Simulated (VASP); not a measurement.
Wanted: the native input for a VASP 6.6.1 run.

| Property | Result |
| --- | --- |
| Task | single point |
| Functional | r2SCAN |
| Potentials or basis | VASP PAW PBE potentials, release 64 (K_sv, F) |
| Cutoff | 520 eV |
| k mesh | 6 × 6 × 4 |
| Occupations | gaussian, width 0.01 eV |
| Spin | no spin polarisation |
| Dipole correction | no |
| Further INCAR settings | ALGO = Normal; EDIFF = 1e-06; NBANDS = 24 |

The system is KF.

```
K F
1.0
     4.48472    0.00000    0.00000
    -2.24236    3.88388    0.00000
     0.00000    0.00000    5.27169
K F
2 2
Direct
  0.33333 0.66667 0.25000
  0.66667 0.33333 0.75000
  0.66667 0.33333 0.25000
  0.33333 0.66667 0.75000
```

The input as run:

POSCAR

```
KF
1.0
    4.4847157248      0.0000000000      0.0000000000
   -2.2423578624      3.8838777464      0.0000000000
    0.0000000000      0.0000000000      5.2716949957
K F
2 2
Direct
    0.3333333333      0.6666666667      0.2500000000
    0.6666666667      0.3333333333      0.7500000000
    0.6666666667      0.3333333333      0.2500000000
    0.3333333333      0.6666666667      0.7500000000
```

INCAR.step1

```
ALGO     = Normal         # electronic algorithm
EDIFF    = 1E-4           # SCF threshold, eV
ENCUT    = 520            # plane-wave cutoff, eV
GGA      = PE             # functional
ISMEAR   = 0              # smearing method
LASPH    = T              # aspherical terms in the spheres
LCHARG   = F              # write CHGCAR
LREAL    = F              # projectors in reciprocal space
LWAVE    = T              # write WAVECAR
NBANDS   = 24             # bands
NELM     = 60             # most SCF steps
PREC     = Accurate       # precision mode
SIGMA    = 0.01           # smearing width, eV
```

INCAR.step2

```
ALGO     = Normal         # electronic algorithm
EDIFF    = 1E-6           # SCF threshold, eV
ENCUT    = 520            # plane-wave cutoff, eV
ISIF     = 2              # what is computed and relaxed
ISMEAR   = 0              # smearing method
ISTART   = 1            
LASPH    = T              # aspherical terms in the spheres
LCHARG   = F              # write CHGCAR
LMIXTAU  = T            
LREAL    = F              # projectors in reciprocal space
LWAVE    = F              # write WAVECAR
METAGGA  = R2SCAN         # meta-GGA
NBANDS   = 24             # bands
NELM     = 60             # most SCF steps
PREC     = Accurate       # precision mode
SIGMA    = 0.01           # smearing width, eV
```

KPOINTS

```
k-points
0
Gamma
  6 6 4
```

Potentials or basis: VASP PAW PBE potentials, release 64 (K_sv, F).

Run with:

```sh
$ cat potpaw_PBE.64/K_sv/POTCAR potpaw_PBE.64/F/POTCAR > POTCAR
$ cp INCAR.step1 INCAR
$ mpirun -np 1 vasp_std > vasp.out
$ cp INCAR.step2 INCAR
$ mpirun -np 1 vasp_std > vasp.out
```

It gave:

| Property | Result |
| --- | --- |
| Pressure | 0.0 GPa |
| Band gap on the k mesh | 5.95 eV |

Caveat: the PAW data sets were made with another functional, which shifts forces and pressure a little.

Run time: 4.6 min on 1 thread of Intel Xeon 8259CL, on a shared host, peak memory 0.24 GiB.
